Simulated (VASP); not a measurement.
# WSe2 in VASP: further runs

The runs below take WSe2 through relaxation of shape and atoms at fixed volume, single point, relaxation of cell and atoms, with PBE+D3(BJ).

Program: VASP 6.6.1. These are calculated values, not measurements. Logs are shortened: lines on timing, memory, paths and dates and some standing lists are left out, and cuts for length are marked.

### 1 The cell of the first run

The typed cell holds 6 atoms: a = 3.326 Å, b = 3.326 Å, c = 13.187 Å, α = 90.00°, β = 90.00°, γ = 120.00°.

### 2 Relaxation of shape and atoms at fixed volume, PBE+D3(BJ) (volume scaled by 1.06)

File INCAR:

```
SYSTEM = WSe2
ALGO = Normal ; EDIFF = 1E-7
EDIFFG = -0.01 ; ENCUT = 600
GGA = PE ; IBRION = 2
ISIF = 4 ; ISMEAR = 0
IVDW = 12 ; LASPH = .True.
LCHARG = .False. ; LREAL = .False.
LWAVE = .False. ; NELM = 80
NSW = 50 ; PREC = Accurate
SIGMA = 0.02
```

File KPOINTS:

```
k-points
0
Gamma
  9 9 2
  0 0 0
```

File POSCAR:

```
WSe2
1.0
    3.3255660393      0.0000000000      0.0000000000
   -1.6627830197      2.8800246720      0.0000000000
    0.0000000000      0.0000000000     13.1872960143
W Se
2 4
Direct
    0.6666666667      0.3333333333      0.2499867417
    0.3333333333      0.6666666667      0.7500132583
    0.3333333333      0.6666666667      0.3787852959
    0.6666666667      0.3333333333      0.8788115799
    0.3333333333      0.6666666667      0.1211884201
    0.6666666667      0.3333333333      0.6212147041
```

Potentials or basis: VASP PAW PBE potentials, release 64 (W_sv, Se).

Command:

```sh
cat potpaw_PBE.64/W_sv/POTCAR potpaw_PBE.64/Se/POTCAR > POTCAR
mpirun -np 1 vasp_std > vasp.out
```

OUTCAR:

```text
SYSTEM = WSe2
   EDIFF = 1E-7
   EDIFFG = -0.01
   ENCUT = 600
   GGA = PE
   IBRION = 2
   ISIF = 4
   ISMEAR = 0
   IVDW = 12
   LASPH = .True.
   LREAL = .False.
   NELM = 80
   NSW = 50
   PREC = Accurate
 IVDW          = 12

 ion  position               nearest neighbor table
   1  0.667  0.333  0.250-   5 2.56   5 2.56   5 2.56   3 2.56   3 2.56   3 2.56
   2  0.333  0.667  0.750-   4 2.56   4 2.56   4 2.56   6 2.56   6 2.56   6 2.56
   3  0.333  0.667  0.379-   1 2.56   1 2.56   1 2.56
   4  0.667  0.333  0.879-   2 2.56   2 2.56   2 2.56
   5  0.333  0.667  0.121-   1 2.56   1 2.56   1 2.56
   6  0.667  0.333  0.621-   2 2.56   2 2.56   2 2.56

  LATTYP: Found a hexagonal cell.
 ALAT       =     3.3255660393
 C/A-ratio  =     3.9654290002

  Lattice vectors:

 A1 = (   3.3255660393,   0.0000000000,   0.0000000000)
 A2 = (  -1.6627830197,   2.8800246720,   0.0000000000)
 A3 = (   0.0000000000,   0.0000000000,  13.1872960143)

Analysis of symmetry for initial positions (statically):
=====================================================================
 Subroutine PRICEL returns:
 Original cell was already a primitive cell.

 Routine SETGRP: Setting up the symmetry group for a
 hexagonal supercell.

 Subroutine GETGRP returns: Found 12 space group operations
 (whereof 12 operations were pure point group operations)
 out of a pool of 24 trial point group operations.

The static configuration has the point symmetry D_3d.

Analysis of symmetry for dynamics (positions and initial velocities):
=====================================================================
 Subroutine PRICEL returns:
 Original cell was already a primitive cell.

 Routine SETGRP: Setting up the symmetry group for a
 hexagonal supercell.

 Subroutine GETGRP returns: Found 12 space group operations
 (whereof 12 operations were pure point group operations)
 out of a pool of 24 trial point group operations.

The dynamic configuration has the point symmetry D_3d.

 Subroutine INISYM returns: Found 12 space group operations
 (whereof 12 operations are pure point group operations),
 and found     1 'primitive' translations

----------------------------------------------------------------------------------------

                                     Primitive cell

  volume of cell :     126.3041

  direct lattice vectors                    reciprocal lattice vectors
     3.325566039  0.000000000  0.000000000     0.300700689  0.173609624  0.000000000
    -1.662783020  2.880024672  0.000000000     0.000000000  0.347219248  0.000000000
     0.000000000  0.000000000 13.187296014     0.000000000  0.000000000  0.075830557

  length of vectors
     3.325566039  3.325566039 13.187296014     0.347219248  0.347219248  0.075830557

  position of ions in fractional coordinates (direct lattice)
     0.666666667  0.333333333  0.249986742
     0.333333333  0.666666667  0.750013258
     0.333333333  0.666666667  0.378785296
     0.666666667  0.333333333  0.878811580
     0.333333333  0.666666667  0.121188420
     0.666666667  0.333333333  0.621214704

  ion indices of the primitive-cell ions
   primitive index   ion index
                 1           1
                 2           2
                 3           3
                 4           4
                 5           5
                 6           6

----------------------------------------------------------------------------------------

 KPOINTS: k-points

Automatic generation of k-mesh.
 Grid dimensions read from file:
 generate k-points for:    9    9    2

 Generating k-lattice:

  Cartesian coordinates                     Fractional coordinates (reciprocal lattice)
     0.033411188  0.019289958  0.000000000     0.111111111 -0.000000000  0.000000000
     0.000000000  0.038579916  0.000000000     0.000000000  0.111111111  0.000000000
     0.000000000  0.000000000  0.037915278     0.000000000  0.000000000  0.500000000

  Length of vectors
     0.038579916  0.038579916  0.037915278

  Shift w.r.t. Gamma in fractional coordinates (k-lattice)
     0.000000000  0.000000000  0.000000000

 Subroutine IBZKPT returns following result:
 ===========================================

 Found     24 irreducible k-points:

 Following reciprocal coordinates:
            Coordinates               Weight
  0.000000  0.000000  0.000000      1.000000
  0.111111 -0.000000  0.000000      6.000000
  0.222222 -0.000000  0.000000      6.000000
  0.333333  0.000000  0.000000      6.000000
  0.444444 -0.000000  0.000000      6.000000
  0.111111  0.111111  0.000000      6.000000
[... 16 lines left out ...]
  0.333333  0.222222  0.500000     12.000000
  0.333333  0.333333  0.500000      2.000000
   k-points           NKPTS =     24   k-points in BZ     NKDIM =     24   number of bands    NBANDS=     31
   number of dos      NEDOS =    301   number of ions     NIONS =      6
   total plane-waves  NPLWV =  84672
   dimension x,y,z NGX =    28 NGY =   28 NGZ =  108
   dimension x,y,z NGXF=    56 NGYF=   56 NGZF=  216
   ions per type =               2   4
   NGX,Y,Z   is equivalent  to a cutoff of  14.00, 14.00, 13.62 a.u.
   NGXF,Y,Z  is equivalent  to a cutoff of  27.99, 27.99, 27.23 a.u.
 SYSTEM =  WSe2
   PREC   = accura    normal or accurate (medium, high low for compatibility)
   ISTART =      0    job   : 0-new  1-cont  2-samecut
   ICHARG =      2    charge: 1-file 2-atom 10-const
   ISPIN  =      1    spin polarized calculation?
   LNONCOLLINEAR =      F non collinear calculations
   LSORBIT =      F    spin-orbit coupling
   LASPH  =      T    aspherical Exc in radial PAW
   ENCUT  =  600.0 eV  44.10 Ry    6.64 a.u.   6.64  6.64 26.34*2*pi/ulx,y,z
   NELM   =     80;   NELMIN=  2; NELMDL= -5     # of ELM steps
   EDIFF  = 0.1E-06   stopping-criterion for ELM
   LREAL  =      F    real-space projection
   EDIFFG = -.1E-01   stopping-criterion for IOM
   NSW    =     50    number of steps for IOM
   IBRION =      2    ionic relax: 0-MD 1-quasi-New 2-CG
   NFREE  =      1    steps in history (QN), initial steepest desc. (CG)
   ISIF   =      4    stress and relaxation
   ISYM   =      2    0-nonsym 1-usesym 2-fastsym
   POTIM  = 0.5000    time-step for ionic-motion
   TEBEG  =    0.0;   TEEND  =   0.0 temperature during run
   PSTRESS=    0.0 pullay stress
   NELECT =      52.0000    total number of electrons
   NUPDOWN=      -1.0000    fix difference up-down
   EMIN   =  10.00;   EMAX   =-10.00  energy-range for DOS
   EFERMI =   0.00;   METHOD = LEGACY
   ISMEAR =     0;   SIGMA  =   0.02  broadening in eV -4-tet -1-fermi 0-gaus
   EFERMI_NEDOS =   21; number of points for ismear=-14 and -15
   IALGO  =     38    algorithm
   IMIX   =      4    mixing-type and parameters
     AMIX     =   0.40;   BMIX     =  1.00
     AMIX_MAG =   1.60;   BMIX_MAG =  1.00
  volume/ion in A,a.u.               =      21.05       142.06
  Fermi-wavevector in a.u.,A,eV,Ry     =   1.217877  2.301454 20.180493  1.483224
  Thomas-Fermi vector in A             =   2.353183
   LORBIT       =      0    0 simple, 1 ext, 2 COOP (PROOUT), +10 PAW based schemes
   GGA     = PE    functional components
   LHFCALC =     F    Hartree Fock is set to
   AEXX    =    0.0000 exact exchange contribution
   IVDW    =    12    specifies the selected vdW correction
   LEPSILON=     F    determine dielectric tensor
   LRPA    =     F    only Hartree local field effects (RPA)
 conjugate gradient relaxation of ions
 non-spin polarized calculation
 Gauss-broadening in eV      SIGMA  =   0.02
  energy-cutoff  :      600.00
  volume of cell :      126.30
 maximum number of plane-waves:      4265
 NGX is ok and might be reduce to    28
   NGX = 13   NGY = 13   NGZ = 53

--------------------------------------- Ionic step        1  -------------------------------------------

 number of electron      52.0000003 magnetization

 Free energy of the ion-electron system (eV)
  ---------------------------------------------------
  ext. energy  EPLUGINS =         0.00000000
  ---------------------------------------------------
  free energy    TOTEN  =       -43.17283180 eV

  energy without entropy =      -43.17283180  energy(sigma->0) =      -43.17283180

------------------------ aborting loop because EDIFF is reached ----------------------------------------

 Edisp (eV)   -2.68306

 E8    (eV) :    -1.1967

  FORCE on cell =-STRESS in cart. coord.  units (eV):
  Direction    XX          YY          ZZ          XY          YZ          ZX
  --------------------------------------------------------------------------------------
  -------------------------------------------------------------------------------------
  Total      -3.46773    -3.46773    -3.88182     0.00000     0.00000     0.00000
  in kB     -43.98839   -43.98839   -49.24120     0.00000     0.00000     0.00000
  external pressure =      -45.74 kB  Pullay stress =        0.00 kB
[... 157 lines left out ...]
  energy  without entropy=      -45.8795733685  energy(sigma->0) =      -45.87957337

--------------------------------------- Ionic step        5  -------------------------------------------

 number of electron      52.0000003 magnetization

 Free energy of the ion-electron system (eV)
  ---------------------------------------------------
  ext. energy  EPLUGINS =         0.00000000
  ---------------------------------------------------
  free energy    TOTEN  =       -43.20076337 eV

  energy without entropy =      -43.20076337  energy(sigma->0) =      -43.20076337

 E-fermi :   6.0322     XC(G=0): -10.5211

 val. band max:        5.7600716261   @ k =   0.0000   0.0000   0.0000
 cond. band min:       6.9378800439   @ k =   0.2222   0.1111   0.0000
 fundamental gap:      1.1778084178
 Fermi energy:         6.0322072175

 k-point     1 :       0.0000    0.0000    0.0000
  band No.  band energies     occupation
      1     -68.5091      2.00000
      2     -68.5091      2.00000
      3     -32.7390      2.00000
      4     -32.7390      2.00000
      5     -32.6239      2.00000
      6     -32.6239      2.00000
[... 842 lines left out ...]
  FREE ENERGIE OF THE ION-ELECTRON SYSTEM (eV)
  ---------------------------------------------------
  free  energy   TOTEN  =       -45.8828222041 eV

  energy  without entropy=      -45.8828222041  energy(sigma->0) =      -45.88282220

 reached required accuracy - stopping structural energy minimisation
```

Wall time 4.4 min (1 thread of Intel Xeon 6975P-C (Granite Rapids), shared host); peak memory 0.35 GiB.

What came out:

- Free energy: -45.8828 eV
- Energy gained by relaxing: 4.5 meV/atom
- Ionic steps: 5
- Pressure after relaxing: -1.9 GPa
- Largest force after relaxing: 0.006 eV/Å
- Band gap on the k mesh: 1.18 eV, indirect (least direct gap 1.52 eV)
- Dispersion energy per atom: -0.447 eV

Forces on the atoms (eV/Å):
```
W    0.000  0.000  0.000
W    0.000  0.000  0.000
Se   0.000  0.000  0.006
Se   0.000  0.000  0.006
Se   0.000  0.000 -0.006
Se   0.000  0.000 -0.006
```

The path:
| step | energy change (eV) | largest force (eV/Å) | pressure (GPa) | volume (Å³) |
| --- | --- | --- | --- | --- |
| 1 | 0.0000 | 0.4051 | -4.57 | 126.30 |
| 2 | -0.0165 | 0.0379 | -2.98 | 126.30 |
| 3 | -0.0165 | 0.0370 | -2.98 | 126.30 |
| 4 | -0.0237 | 0.0175 | -2.52 | 126.30 |
| 5 | -0.0269 | 0.0065 | -1.94 | 126.30 |

Final structure:
```xyz
6
Lattice="3.3057 0.0000 0.0000 -1.6529 2.8628 0.0000 0.0000 0.0000 13.3461" Properties=species:S:1:pos:R:3 pbc="T T T"
W     1.6529    0.9543    3.3364
W     0.0000    1.9086   10.0097
Se    0.0000    1.9086    5.0188
Se    1.6529    0.9543   11.6921
Se    0.0000    1.9086    1.6539
Se    1.6529    0.9543    8.3273
```

Levels at points of the mesh, in eV from the valence-band top:
```
           k point  band 24  band 25  band 26  band 27  band 28  band 29
(0.00, 0.00, 0.00)    -1.20    -0.96     0.00     2.70     2.70     2.73
(0.00, 0.00, 0.50)    -1.41    -0.22    -0.22     2.70     2.70     2.70
```

Caveat: the cell differs from its parent crystal (volume scaled by 1.06); spin-orbit coupling is left out, which moves the levels of the heavy elements.

### 3 Single point, PBE+D3(BJ) (equal strain along all axes, cell held: +4.5 %, then relaxed in part)

File INCAR:

```
SYSTEM = WSe2
ALGO = Normal
EDIFF = 1E-7
ENCUT = 520
GGA = PE
ISIF = 2
ISMEAR = 0
IVDW = 12
LASPH = .TRUE.
LCHARG = .FALSE.
LREAL = .FALSE.
LWAVE = .FALSE.
NBANDS = 35
NELM = 80
PREC = Accurate
SIGMA = 0.02
```

File KPOINTS:

```
k-points
0
G
  12 12 2
  0 0 0
```

File POSCAR:

```
WSe2
1.0
    3.4265974052      0.0000000000      0.0000000000
   -1.7132987026      2.9675204015      0.0000000000
    0.0000000000      0.0000000000     13.3685003900
W Se
2 4
Direct
    0.6666666667      0.3333333333      0.2500000000
    0.3333333333      0.6666666667      0.7500000000
    0.3333333333      0.6666666667      0.3725726333
    0.6666666667      0.3333333333      0.8725726333
    0.3333333333      0.6666666667      0.1274273667
    0.6666666667      0.3333333333      0.6274273667
```

Potentials or basis: VASP PAW PBE potentials, release 64 (W_sv, Se).

Command:

```sh
cat potpaw_PBE.64/W_sv/POTCAR potpaw_PBE.64/Se/POTCAR > POTCAR
mpirun -np 1 vasp_std > vasp.out
```

It took 2 min on 1 thread of Intel Xeon 6975P-C (Granite Rapids), shared host; peak memory 0.34 GiB.

The run converged. Its results:

- Free energy: -45.5582 eV
- Pressure: -6.3 GPa
- Largest force: 0.039 eV/Å
- Band gap on the k mesh: 0.74 eV, indirect (least direct gap 1.14 eV)
- Dispersion energy per atom: -0.414 eV

Forces in eV/Å, atoms in the order of the input:
```
W    0.000  0.000  0.000
W    0.000  0.000  0.000
Se   0.000  0.000  0.039
Se   0.000  0.000  0.039
Se   0.000  0.000 -0.039
Se   0.000  0.000 -0.039
```

Stress tensor (GPa, compression positive):
```
-8.52  0.00  0.00
 0.00 -8.52  0.00
 0.00  0.00 -1.77
```

Levels at points of the mesh, in eV from the valence-band top:
```csv
k point,band 24,band 25,band 26,band 27,band 28,band 29
"(0.00, 0.00, 0.00)",-1.11,-0.72,0.00,2.21,2.21,2.24
"(0.50, 0.00, 0.00)",-1.59,-1.37,-1.24,1.54,1.58,1.89
"(0.00, 0.00, 0.50)",-1.90,-0.16,-0.16,2.22,2.22,2.22
"(0.50, 0.00, 0.50)",-1.66,-1.29,-1.29,1.56,1.56,1.93
```

Caveat: the cell differs from its parent crystal (equal strain along all axes, cell held: +4.5 %, then relaxed in part); spin-orbit coupling is left out, which moves the levels of the heavy elements.

### 4 Relaxation of cell and atoms, PBE+D3(BJ)

This run uses another cell than the first one, of 19.85 Å³/atom, 0.943 times its volume.

File INCAR:

```
PREC = Accurate ; ENCUT = 600
EDIFF = 1E-6 ; ISMEAR = 0
SIGMA = 0.02 ; LREAL = F
LASPH = T ; NELM = 60
ALGO = Normal ; ISIF = 3
LWAVE = F ; LCHARG = F
GGA = PE ; IVDW = 12
IBRION = 2 ; NSW = 100
EDIFFG = -0.005
```

File KPOINTS:

```
Automatic mesh
0
Gamma
  12 12 2
```

File POSCAR:

```
WSe2
1.0
    3.2790405792      0.0000000000      0.0000000000
   -1.6395202896      2.8397324416      0.0000000000
    0.0000000000      0.0000000000     12.7928233397
W Se
2 4
Direct
    0.6666666667      0.3333333333      0.2500157389
    0.3333333333      0.6666666667      0.7499842611
    0.3333333333      0.6666666667      0.3816756628
    0.6666666667      0.3333333333      0.8816437420
    0.3333333333      0.6666666667      0.1183562580
    0.6666666667      0.3333333333      0.6183243372
```

Command:

```sh
cat potpaw_PBE.64/W_sv/POTCAR potpaw_PBE.64/Se/POTCAR > POTCAR
mpirun -np 1 vasp_std > vasp.out
```

It took 3.6 min on 1 thread of Intel Xeon 6975P-C (Granite Rapids), shared host; peak memory 0.39 GiB.

Results (log left out):

```yaml
Free_energy: -45.9317 eV
Relaxed_volume: 19.89 Å³/atom
Relaxed_cell: a = 3.281 Å, b = 3.281 Å, c = 12.802 Å, α = 90.00°, β = 90.00°, γ = 120.00°
Space_group_after_relaxing_to_0.05_Å: P6_3/mmc (No. 194)
Energy_gained_by_relaxing: 0.1 meV/atom
Ionic_steps: 3
Pressure_after_relaxing: 0.0 GPa
Band_gap_on_the_k_mesh: 0.89 eV, indirect (least direct gap 1.56 eV)
Dispersion_energy_per_atom: -0.474 eV
```

Forces in eV/Å, atoms in the order of the input:
```
W    0.000  0.000  0.000
W    0.000  0.000  0.000
Se   0.000  0.000  0.003
Se   0.000  0.000  0.003
Se   0.000  0.000 -0.003
Se   0.000  0.000 -0.003
```

The path:
| step | energy change (eV) | largest force (eV/Å) | pressure (GPa) | volume (Å³) |
| --- | --- | --- | --- | --- |
| 1 | 0.0000 | 0.0488 | 0.33 | 119.12 |
| 2 | 0.0012 | 0.0975 | -0.73 | 119.83 |
| 3 | -0.0003 | 0.0029 | 0.01 | 119.34 |

Final structure:
```cif
data_structure
_symmetry_space_group_name_H-M 'P 1'
_symmetry_Int_Tables_number 1
_cell_length_a 3.2808
_cell_length_b 3.2808
_cell_length_c 12.8024
_cell_angle_alpha 90.000
_cell_angle_beta 90.000
_cell_angle_gamma 120.000
_cell_volume 119.34
loop_
_atom_site_label
_atom_site_type_symbol
_atom_site_fract_x
_atom_site_fract_y
_atom_site_fract_z
_atom_site_occupancy
W1 W 0.66667 0.33333 0.25002 1
W2 W 0.33333 0.66667 0.74998 1
Se1 Se 0.33333 0.66667 0.38173 1
Se2 Se 0.66667 0.33333 0.88170 1
Se3 Se 0.33333 0.66667 0.11830 1
Se4 Se 0.66667 0.33333 0.61827 1
```

Levels at points of the mesh, in eV from the valence-band top:
```
           k point  band 23  band 24  band 25  band 26  band 27  band 28  band 29  band 30
(0.00, 0.00, 0.00)    -1.45    -1.19    -0.96     0.00     2.63     2.63     2.68     2.68
(0.50, 0.00, 0.00)    -1.48    -1.37    -1.30    -1.05     2.15     2.20     2.27     2.69
(0.00, 0.00, 0.50)    -1.48    -1.48    -0.20    -0.20     2.63     2.63     2.63     2.63
(0.50, 0.00, 0.50)    -1.37    -1.36    -1.21    -1.21     2.17     2.17     2.52     2.52
```

Caveat: spin-orbit coupling is left out, which moves the levels of the heavy elements. A k mesh can miss the band edges.

### 5 Single point, PBE+D3(BJ) (equal strain along all axes, cell held: -4.5 %, then relaxed in part)

File INCAR:

```
PREC = Accurate
ENCUT = 520
EDIFF = 1E-7
ISMEAR = 0
SIGMA = 0.02
LREAL = False
LASPH = True
NELM = 100
ALGO = Normal
ISIF = 2
LWAVE = False
LCHARG = True
GGA = PE
IVDW = 12
LELF = True
LVHAR = True
NBANDS = 35
```

KPOINTS is that of step 4.

File POSCAR:

```
WSe2
1.0
    3.1314837531      0.0000000000      0.0000000000
   -1.5657418766      2.7119444817      0.0000000000
    0.0000000000      0.0000000000     12.2171462894
W Se
2 4
Direct
    0.6666666667      0.3333333333      0.2500000000
    0.3333333333      0.6666666667      0.7500000000
    0.3333333333      0.6666666667      0.3909344501
    0.6666666667      0.3333333333      0.8909344501
    0.3333333333      0.6666666667      0.1090655499
    0.6666666667      0.3333333333      0.6090655499
```

Command:

```sh
cat potpaw_PBE.64/W_sv/POTCAR potpaw_PBE.64/Se/POTCAR > POTCAR
mpirun -np 1 vasp_std > vasp.out
```

It took 60 s on 1 thread of Intel Xeon 6975P-C (Granite Rapids), shared host; peak memory 0.29 GiB.

The run converged. Its results:

| Quantity | Value |
| --- | --- |
| Free energy | -45.3727 eV |
| Pressure | 13.5 GPa |
| Largest force | 0.059 eV/Å |
| Band gap on the k mesh | 0.58 eV, indirect (least direct gap 1.19 eV) |
| Dispersion energy per atom | -0.549 eV |

Forces in eV/Å, atoms in the order of the input:
```
W    0.000  0.000  0.000
W    0.000  0.000  0.000
Se   0.000  0.000  0.059
Se   0.000  0.000  0.059
Se   0.000  0.000 -0.059
Se   0.000  0.000 -0.059
```

Stress tensor (GPa, compression positive):
```
15.76  0.00  0.00
 0.00 15.76  0.00
 0.00  0.00  9.08
```

Levels at points of the mesh, in eV from the valence-band top:
| k point | band 24 | band 25 | band 26 | band 27 | band 28 | band 29 |
| --- | --- | --- | --- | --- | --- | --- |
| (0.00, 0.00, 0.00) | -1.04 | -0.66 | 0.00 | 2.89 | 2.89 | 3.01 |
| (0.50, 0.00, 0.00) | -1.51 | -1.23 | -0.55 | 2.22 | 2.81 | 2.87 |
| (0.00, 0.00, 0.50) | -1.11 | -0.19 | -0.19 | 2.95 | 2.95 | 2.95 |
| (0.50, 0.00, 0.50) | -1.57 | -0.89 | -0.89 | 2.73 | 2.73 | 2.83 |

Caveat: the cell differs from its parent crystal (equal strain along all axes, cell held: -4.5 %, then relaxed in part); spin-orbit coupling is left out, which moves the levels of the heavy elements. A k mesh can miss the band edges.

(Part 1 of 2 ends here.)
